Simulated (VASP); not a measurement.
# CuO (C2/c) in VASP: notebook

The runs below take CuO through single point, with LDA.

Program: VASP 6.6.1. These are calculated values, not measurements. Logs are shortened: lines on timing, memory, paths and dates and some standing lists are left out, and cuts for length are marked.

### 1 The cell of the first run

It takes space group C2/c (No. 15, monoclinic). Conventional cell: a = 4.684 Å, b = 3.423 Å, c = 5.129 Å, α = 90.00°, β = 99.54°, γ = 90.00°. Cu (site symmetry -1) has 4 O at 1.95 to 1.96 Å within 2.6 Å. O (site symmetry 2) has 6 Cu at 1.95 to 2.78 Å and 6 O at 2.62 to 2.90 Å within 3.0 Å.

### 2 Single point, LDA

File INCAR:

```
PREC = Accurate
ENCUT = 520
EDIFF = 1E-6
ISMEAR = -1
SIGMA = 0.1
LREAL = F
LASPH = T
NELM = 100
ALGO = Normal
ISIF = 2
LWAVE = F
LCHARG = F
GGA = CA
NBANDS = 25
```

File KPOINTS:

```
regular mesh
0
Gamma
  10 10 6
```

File POSCAR:

```
CuO
1.0
    2.3418500000     -1.7113000000      0.0000000000
    2.3418500000      1.7113000000      0.0000000000
   -0.8500270000      0.0000000000      5.0578690000
Cu O
2 2
Direct
    0.0000000000      0.5000000000      0.0000000000
    0.5000000000      0.0000000000      0.5000000000
    0.5816000000      0.4184000000      0.2500000000
    0.4184000000      0.5816000000      0.7500000000
```

Potentials or basis: VASP PAW LDA potentials, release 64 (Cu, O).

Run with:

```
$ cat potpaw_LDA.64/Cu/POTCAR potpaw_LDA.64/O/POTCAR > POTCAR
$ mpirun -np 1 vasp_std > vasp.out
```

OUTCAR:

```text
PREC = Accurate
   ENCUT = 520
   EDIFF = 1E-6
   ISMEAR = -1
   LREAL = F
   LASPH = T
   NELM = 100
   ISIF = 2
   GGA = CA

 ion  position               nearest neighbor table
   1  0.000  0.500  0.000-   3 1.95   4 1.95   4 1.96   3 1.96
   2  0.500  0.000  0.500-   4 1.95   3 1.95   4 1.96   3 1.96
   3  0.582  0.418  0.250-   2 1.95   1 1.95   2 1.96   1 1.96
   4  0.418  0.582  0.750-   1 1.95   2 1.95   2 1.96   1 1.96

  LATTYP: Found a base centered monoclinic cell.
 ALAT       =     4.6837000000
 B/A-ratio  =     0.7307470589
 C/A-ratio  =     1.0950316075
 COS(beta)  =    -0.1657360545

  Lattice vectors:

 A1 = (   2.3418500000,  -1.7113000000,   0.0000000000)
 A2 = (   2.3418500000,   1.7113000000,   0.0000000000)
 A3 = (  -0.8500270000,   0.0000000000,   5.0578690000)

Analysis of symmetry for initial positions (statically):
=====================================================================
 Subroutine PRICEL returns:
 Original cell was already a primitive cell.

 Routine SETGRP: Setting up the symmetry group for a
 base centered monoclinic supercell.

 Subroutine GETGRP returns: Found  4 space group operations
 (whereof  2 operations were pure point group operations)
 out of a pool of  4 trial point group operations.

The static configuration has the point symmetry S_2 .
 The point group associated with its full space group is C_2h.

Analysis of symmetry for dynamics (positions and initial velocities):
=====================================================================
 Subroutine PRICEL returns:
 Original cell was already a primitive cell.

 Routine SETGRP: Setting up the symmetry group for a
 base centered monoclinic supercell.

 Subroutine GETGRP returns: Found  4 space group operations
 (whereof  2 operations were pure point group operations)
 out of a pool of  4 trial point group operations.

The dynamic configuration has the point symmetry S_2 .
 The point group associated with its full space group is C_2h.

 Subroutine INISYM returns: Found  4 space group operations
 (whereof  2 operations are pure point group operations),
 and found     1 'primitive' translations

----------------------------------------------------------------------------------------

                                     Primitive cell

  volume of cell :      40.5399

  direct lattice vectors                    reciprocal lattice vectors
     2.341850000 -1.711300000  0.000000000     0.213506416 -0.292175539  0.035881953
     2.341850000  1.711300000  0.000000000     0.213506416  0.292175539  0.035881953
    -0.850027000  0.000000000  5.057869000     0.000000000  0.000000000  0.197711724

  length of vectors
     2.900484289  2.900484289  5.128799540     0.363646875  0.363646875  0.197711724

  position of ions in fractional coordinates (direct lattice)
     1.000000000  0.500000000  0.000000000
     0.500000000  1.000000000  0.500000000
     0.581600000  0.418400000  0.250000000
     0.418400000  0.581600000  0.750000000

  ion indices of the primitive-cell ions
   primitive index   ion index
                 1           1
                 2           2
                 3           3
                 4           4

----------------------------------------------------------------------------------------

 KPOINTS: regular mesh

Automatic generation of k-mesh.
 Grid dimensions read from file:
 generate k-points for:   10   10    6

 Generating k-lattice:

  Cartesian coordinates                     Fractional coordinates (reciprocal lattice)
     0.021350642 -0.029217554  0.003588195     0.100000000  0.000000000 -0.000000000
     0.021350642  0.029217554  0.003588195     0.000000000  0.100000000 -0.000000000
     0.000000000  0.000000000  0.032951954     0.000000000  0.000000000  0.166666667

  Length of vectors
     0.036364688  0.036364688  0.032951954

  Shift w.r.t. Gamma in fractional coordinates (k-lattice)
     0.000000000  0.000000000  0.000000000

 Subroutine IBZKPT returns following result:
 ===========================================

 Found    172 irreducible k-points:

 Following reciprocal coordinates:
            Coordinates               Weight
  0.000000  0.000000  0.000000      1.000000
  0.100000 -0.000000  0.000000      4.000000
  0.200000 -0.000000  0.000000      4.000000
  0.300000  0.000000  0.000000      4.000000
  0.400000 -0.000000  0.000000      4.000000
  0.500000 -0.000000  0.000000      2.000000
[... 16 lines left out ...]
  0.300000  0.300000  0.000000      2.000000
  0.400000  0.300000  0.000000      4.000000
 [... further k-points ...]
   k-points           NKPTS =    172   k-points in BZ     NKDIM =    172   number of bands    NBANDS=     25
   number of dos      NEDOS =    301   number of ions     NIONS =      4
   total plane-waves  NPLWV =  23040
   dimension x,y,z NGX =    24 NGY =   24 NGZ =   40
   dimension x,y,z NGXF=    48 NGYF=   48 NGZF=   80
   ions per type =               2   2
   NGX,Y,Z   is equivalent  to a cutoff of  13.76, 13.76, 12.97 a.u.
   NGXF,Y,Z  is equivalent  to a cutoff of  27.51, 27.51, 25.93 a.u.
 SYSTEM =  unknown system
   PREC   = accura    normal or accurate (medium, high low for compatibility)
   ISTART =      0    job   : 0-new  1-cont  2-samecut
   ICHARG =      2    charge: 1-file 2-atom 10-const
   ISPIN  =      1    spin polarized calculation?
   LNONCOLLINEAR =      F non collinear calculations
   LSORBIT =      F    spin-orbit coupling
   LASPH  =      T    aspherical Exc in radial PAW
   ENCUT  =  520.0 eV  38.22 Ry    6.18 a.u.   5.39  5.39  9.54*2*pi/ulx,y,z
   NELM   =    100;   NELMIN=  2; NELMDL= -5     # of ELM steps
   EDIFF  = 0.1E-05   stopping-criterion for ELM
   LREAL  =      F    real-space projection
   EDIFFG = 0.1E-04   stopping-criterion for IOM
   NSW    =      0    number of steps for IOM
   IBRION =     -1    ionic relax: 0-MD 1-quasi-New 2-CG
   NFREE  =      0    steps in history (QN), initial steepest desc. (CG)
   ISIF   =      2    stress and relaxation
   ISYM   =      2    0-nonsym 1-usesym 2-fastsym
   POTIM  = 0.5000    time-step for ionic-motion
   TEBEG  =    0.0;   TEEND  =   0.0 temperature during run
   PSTRESS=    0.0 pullay stress
   NELECT =      34.0000    total number of electrons
   NUPDOWN=      -1.0000    fix difference up-down
   EMIN   =  10.00;   EMAX   =-10.00  energy-range for DOS
   EFERMI =   0.00;   METHOD = LEGACY
   ISMEAR =    -1;   SIGMA  =   0.10  broadening in eV -4-tet -1-fermi 0-gaus
   EFERMI_NEDOS =   21; number of points for ismear=-14 and -15
   IALGO  =     38    algorithm
   IMIX   =      4    mixing-type and parameters
     AMIX     =   0.40;   BMIX     =  1.00
     AMIX_MAG =   1.60;   BMIX_MAG =  1.00
  volume/ion in A,a.u.               =      10.13        68.39
  Fermi-wavevector in a.u.,A,eV,Ry     =   1.543856  2.917465 32.429381  2.383492
  Thomas-Fermi vector in A             =   2.649460
   LORBIT       =      0    0 simple, 1 ext, 2 COOP (PROOUT), +10 PAW based schemes
   GGA     = CA    functional components
   LHFCALC =     F    Hartree Fock is set to
   AEXX    =    0.0000 exact exchange contribution
   IVDW    =     0    specifies the selected vdW correction
   LEPSILON=     F    determine dielectric tensor
   LRPA    =     F    only Hartree local field effects (RPA)
 non-spin polarized calculation
  energy-cutoff  :      520.00
  volume of cell :       40.54
 maximum number of plane-waves:      1129
 NGX is ok and might be reduce to    24
   NGX = 11   NGY = 11   NGZ = 19

 number of electron      34.0000001 magnetization

 Free energy of the ion-electron system (eV)
  ---------------------------------------------------
  ext. energy  EPLUGINS =         0.00000000
  ---------------------------------------------------
  free energy    TOTEN  =       -23.18362180 eV

  energy without entropy =      -23.11038602  energy(sigma->0) =      -23.14700391

 E-fermi :   5.3839     XC(G=0): -12.4346

 val. band max:        5.3775058057   @ k =  -0.4000   0.1000   0.1667
 cond. band min:       5.3850291604   @ k =  -0.2000   0.0000   0.1667
 fundamental gap:      0.0075233547
 Fermi energy:         5.3839468107

 k-point     1 :       0.0000    0.0000    0.0000
  band No.  band energies     occupation
      1     -14.2353      2.00000
      2     -12.8392      2.00000
      3      -2.8182      2.00000
      4      -0.2129      2.00000
      5       0.1954      2.00000
      6       2.0428      2.00000
[... 17 lines left out ...]
     24      21.6319      0.00000
     25      22.0069      0.00000

 k-point     2 :       0.1000   -0.0000    0.0000
  band No.  band energies     occupation
      1     -14.1645      2.00000
      2     -12.8166      2.00000
      3      -2.7068      2.00000
      4      -0.2285      2.00000
      5       0.1674      2.00000
      6       1.3049      2.00000
[... 17 lines left out ...]
     24      21.1475      0.00000
     25      22.3780      0.00000

 k-point     3 :       0.2000   -0.0000    0.0000
  band No.  band energies     occupation
      1     -13.9719      2.00000
      2     -12.7571      2.00000
      3      -2.4083      2.00000
      4      -0.2856      2.00000
      5       0.0361      2.00000
      6       0.2822      2.00000
[... 17 lines left out ...]
     24      20.2801      0.00000
     25      21.7199      0.00000

 k-point     4 :       0.3000    0.0000    0.0000
  band No.  band energies     occupation
      1     -13.7171      2.00000
      2     -12.6822      2.00000
      3      -2.0303      2.00000
      4      -0.8892      2.00000
      5      -0.3528      2.00000
      6       0.1662      2.00000
[... 17 lines left out ...]
     24      19.1761      0.00000
     25      21.3152      0.00000

 k-point     5 :       0.4000   -0.0000    0.0000
  band No.  band energies     occupation
      1     -13.4944      2.00000
      2     -12.6213      2.00000
      3      -1.7436      2.00000
      4      -1.5974      2.00000
      5      -0.3746      2.00000
      6       0.1803      2.00000
[... 17 lines left out ...]
     24      18.2811      0.00000
     25      20.9762      0.00000

 k-point     6 :       0.5000   -0.0000    0.0000
  band No.  band energies     occupation
      1     -13.4046      2.00000
      2     -12.5982      2.00000
      3      -1.8898      2.00000
      4      -1.6028      2.00000
      5      -0.3659      2.00000
      6       0.1905      2.00000
[... 17 lines left out ...]
     24      17.9447      0.00000
     25      20.8363      0.00000
[... 393 lines left out ...]
 k-point    21 :      -0.3000    0.2000    0.0000
  band No.  band energies     occupation
      1     -13.4279      2.00000
      2     -12.5959      2.00000
      3      -1.5912      2.00000
      4      -1.0027      2.00000
      5      -0.4182      2.00000
      6      -0.0464      2.00000
[... 17 lines left out ...]
     24      18.4840      0.00000
     25      18.9905      0.00000

 k-point    22 :      -0.2000    0.2000    0.0000
  band No.  band energies     occupation
      1     -13.6584      2.00000
      2     -12.6547      2.00000
      3      -1.9313      2.00000
      4      -0.3990      2.00000
      5      -0.3908      2.00000
      6      -0.0445      2.00000
[... 17 lines left out ...]
     24      19.0770      0.00000
     25      19.2649      0.00000

 k-point    23 :       0.3000    0.3000    0.0000
  band No.  band energies     occupation
      1     -13.4017      2.00000
      2     -12.6325      2.00000
      3      -1.4576      2.00000
      4      -0.9605      2.00000
      5       0.0353      2.00000
      6       0.0727      2.00000
[... 17 lines left out ...]
     24      19.8094      0.00000
     25      20.1712      0.00000

 k-point    24 :       0.4000    0.3000    0.0000
  band No.  band energies     occupation
      1     -13.2025      2.00000
      2     -12.5835      2.00000
      3      -1.4625      2.00000
      4      -1.1626      2.00000
      5      -0.1640      2.00000
      6       0.0027      2.00000
[... 17 lines left out ...]
     24      18.6179      0.00000
     25      19.6757      0.00000

 [... further k-points ...]

------------------------ aborting loop because EDIFF is reached ----------------------------------------

  FORCE on cell =-STRESS in cart. coord.  units (eV):
  Direction    XX          YY          ZZ          XY          YZ          ZX
  --------------------------------------------------------------------------------------
  -------------------------------------------------------------------------------------
  Total       -2.4275269     -1.2961875     -2.8507475      0.0000000      0.0000000      0.0922555
  in kB      -95.9382583    -51.2266107   -112.6643573      0.0000000      0.0000000      3.6460277
  external PRESSURE =     -86.6097421 kB  Pullay stress =       0.0000000 kB

 VOLUME and BASIS-vectors are now :
 -----------------------------------------------------------------------------
  energy-cutoff  :      520.00
  volume of cell :       40.54
      direct lattice vectors                 reciprocal lattice vectors
     2.341850000 -1.711300000  0.000000000     0.213506416 -0.292175539  0.035881953
     2.341850000  1.711300000  0.000000000     0.213506416  0.292175539  0.035881953
    -0.850027000  0.000000000  5.057869000     0.000000000  0.000000000  0.197711724

 POSITION                                       TOTAL-FORCE (eV/Angst)
 -----------------------------------------------------------------------------------
      1.17092      0.85565      0.00000        -0.000000      0.000000      0.000000
      0.74591     -0.85565      2.52893        -0.000000      0.000000      0.000000
      2.12934     -0.27928      1.26447         0.000000      0.425641     -0.000000
      1.70433      0.27928      3.79340        -0.000000     -0.425641      0.000000
 -----------------------------------------------------------------------------------
    total drift:                                0.000000     -0.000000     -0.000000

  FREE ENERGIE OF THE ION-ELECTRON SYSTEM (eV)
  ---------------------------------------------------
  free  energy   TOTEN  =       -23.1836218046 eV

  energy  without entropy=      -23.1103860228  energy(sigma->0) =      -23.14700391
```

Wall time 2.8 min (1 thread of Intel Xeon 8259CL, shared host); peak memory 0.26 GiB.

What came out:

* Free energy: -23.1836 eV
* Pressure: -8.7 GPa
* Largest force: 0.426 eV/Å
* Band gap on the k mesh: zero (bands 17 and 18 overlap by 0.72 eV)

Forces on the atoms (eV/Å):
```
Cu   0.000  0.000  0.000
Cu   0.000  0.000  0.000
O    0.000  0.426  0.000
O    0.000 -0.426  0.000
```

Caveat: the cell stands under tension; semilocal functionals often make such compounds metallic where correlation or magnetic order opens a gap, which also shifts bond lengths.

### 3 Single point, LDA

This run uses another cell than the first one, of 10.39 Å³/atom.

File INCAR:

```
SYSTEM = CuO
PREC     = Accurate       ! precision mode
ENCUT    = 520            ! plane-wave cutoff, eV
EDIFF    = 1E-6           ! SCF threshold, eV
ISMEAR   = -1             ! smearing method
SIGMA    = 0.1            ! smearing width, eV
LREAL    = .False.        ! projectors in reciprocal space
LASPH    = .True.         ! aspherical terms in the spheres
NELM     = 60             ! most SCF steps
ALGO     = Normal         ! electronic algorithm
ISIF     = 2              ! what is computed and relaxed
LWAVE    = .False.        ! write WAVECAR
LCHARG   = .True.         ! write CHGCAR
LELF     = .True.         ! ELF
LVHAR    = .True.       
NBANDS   = 25             ! bands
```

File KPOINTS:

```
regular mesh
0
Gamma
  10 10 6
  0 0 0
```

File POSCAR:

```
CuO
1.0
    2.3612050100     -1.7254436166      0.0000000000
    2.3612050100      1.7254436166      0.0000000000
   -0.8570523351      0.0000000000      5.0996714659
Cu O
2 2
Direct
    0.0000000000      0.5000000000      0.0000000000
    0.5000000000      0.0000000000      0.5000000000
    0.5816000000      0.4184000000      0.2500000000
    0.4184000000      0.5816000000      0.7500000000
```

Potentials or basis: VASP PAW LDA potentials, release 64 (Cu, O).

Run with:

```
$ cat potpaw_LDA.64/Cu/POTCAR potpaw_LDA.64/O/POTCAR > POTCAR
$ mpirun -np 1 vasp_std > vasp.out
```

It took 2.8 min on 1 thread of Intel Xeon 8259CL, shared host; peak memory 0.26 GiB.

The run converged. Its results:

```
Free energy            : -23.1174 eV
Pressure               : -12.5 GPa
Largest force          : 0.497 eV/Å
Band gap on the k mesh : zero (bands 17 and 18 overlap by 0.72 eV)
```

Forces in eV/Å, atoms in the order of the input:
```
Cu   0.000  0.000  0.000
Cu   0.000  0.000  0.000
O    0.000  0.497  0.000
O    0.000 -0.497  0.000
```

Stress tensor (GPa, compression positive):
```
-13.64   0.00   0.88
  0.00  -8.13   0.00
  0.88   0.00 -15.82
```

Levels at points of the mesh, in eV from the Fermi level:
```tsv
k point	band 13	band 14	band 15	band 16	band 17	band 18	band 19	band 20	band 21	band 22
(0.00, 0.00, 0.00)	-2.32	-2.15	-2.10	-1.60	0.23	0.92	1.66	5.95	7.94	13.10
(0.50, 0.00, 0.00)	-1.98	-1.54	-1.43	-1.37	-0.01	0.25	4.77	6.16	6.79	10.87
(0.50, 0.50, 0.00)	-2.07	-2.07	-1.68	-1.18	-0.63	1.04	3.33	6.88	8.38	9.74
(0.00, 0.00, 0.50)	-2.14	-2.14	-1.44	-1.44	0.24	0.24	3.85	3.85	11.46	11.46
(0.50, 0.00, 0.50)	-2.13	-2.08	-1.70	-1.55	-0.10	0.73	5.05	6.36	7.91	8.33
(0.50, 0.50, 0.50)	-1.59	-1.59	-1.25	-1.25	-0.44	-0.44	5.15	5.15	8.77	8.77
```

Caveat: the cell stands under tension; semilocal functionals often make such compounds metallic where correlation or magnetic order opens a gap, which also shifts bond lengths. With open d or f shells a metallic result of LDA can be an artefact of self-interaction; +U or a hybrid may open a gap.
